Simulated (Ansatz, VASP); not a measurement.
## GaN in VASP and in Ansatz

```
CELL_PARAMETERS angstrom
0.07506 2.09924 2.09924
2.09924 0.07506 2.09924
2.09924 2.09924 0.07506
ATOMIC_POSITIONS crystal
Ga 0.00000 0.00000 0.00000
N 0.50000 0.50000 0.50000
```

Change from the starting cell: epitaxial_111 strain -4.0%.

Alike in both runs: task single point; functional PBE; k mesh 10 × 10 × 10; occupations fermi-dirac, width 0.02 eV; no spin polarisation.

```csv
,VASP,Ansatz
version,VASP 6.6.1,Ansatz 0.2.0
potentials or method,"VASP PAW PBE potentials, release 64 (Ga_d, N)","plane waves, PAW"
plane-wave cutoff (eV),520,420
valence electrons in the cell,18,18
```

```csv
,VASP,Ansatz,Ansatz less VASP
gap on the k mesh at the Fermi level (eV),0.86,0.87,+0.011
pressure (GPa),29.0,28.0,-1.00
"traceless stress, the component that is largest in VASP (GPa)",-8.97,-9.00,-0.026
```

With one functional, cell and mesh, what is left measures potentials, basis and numerics.
